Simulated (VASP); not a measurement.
Crystal: SnO2.

```
Sn O
1.0
     4.78800    0.00000    0.00000
     0.00000    4.86658    0.00000
     0.00000    0.00000    3.24090
Sn O
2 4
Direct
  0.50000 0.50000 0.50000
  0.00000 0.00000 0.00000
  0.29185 0.32104 0.00000
  0.79185 0.17896 0.50000
  0.20814 0.82104 0.50000
  0.70815 0.67896 0.00000
```

| Property | Result |
| --- | --- |
| Program | VASP 6.6.1 |
| Task | relaxation of cell and atoms |
| Functional | PBEsol |
| Potentials or basis | VASP PAW PBE potentials, release 64 (Sn_d, O) |
| Cutoff | 600 eV |
| k mesh | 6 × 4 × 6 |
| Occupations | gaussian, width 0.01 eV |
| Spin | no spin polarisation |

At the start: pressure -5.9 GPa; volume 12.59 Å³/atom.

Task: Where does the relaxation end?

Result: Over 15 steps the energy falls by 9.5 meV/atom and the volume is 12.20 Å³/atom (-3.1 %); space group P4_2/mnm (No. 136, to 0.05 Å).

Step by step:
```csv
step,energy change (eV),largest force (eV/Å),pressure (GPa),volume (Å³)
1,0.0000,0.1048,-5.90,75.52
2,0.0206,0.2817,8.06,70.56
3,-0.0451,0.0995,-0.09,73.20
4,-0.0451,0.1017,0.04,73.16
5,-0.0473,0.0535,0.11,73.03
6,-0.0475,0.0619,0.15,72.99
7,-0.0482,0.0567,-0.08,73.08
8,-0.0489,0.0488,-0.67,73.31
9,-0.0492,0.0478,-0.63,73.29
10,-0.0499,0.0495,-0.49,73.26
11,-0.0509,0.0659,-0.22,73.18
12,-0.0517,0.1208,0.31,73.03
13,-0.0526,0.1093,0.29,73.05
14,-0.0547,0.0745,0.22,73.10
15,-0.0570,0.0081,0.02,73.19
```

Final structure:
```
Sn O
1.0
     4.76757    0.00000    0.00000
     0.00000    4.77027    0.00000
     0.00000    0.00000    3.21803
Sn O
2 4
Direct
  0.50000 0.50000 0.50000
  0.00000 0.00000 0.00000
  0.30455 0.30803 0.00000
  0.80455 0.19197 0.50000
  0.19545 0.80803 0.50000
  0.69545 0.69197 0.00000
```

Caveat: the PAW data sets were made with another functional, which shifts forces and pressure a little; the relaxation stopped at a loose force limit of 0.05 eV/Å, so its end isn't a converged minimum.
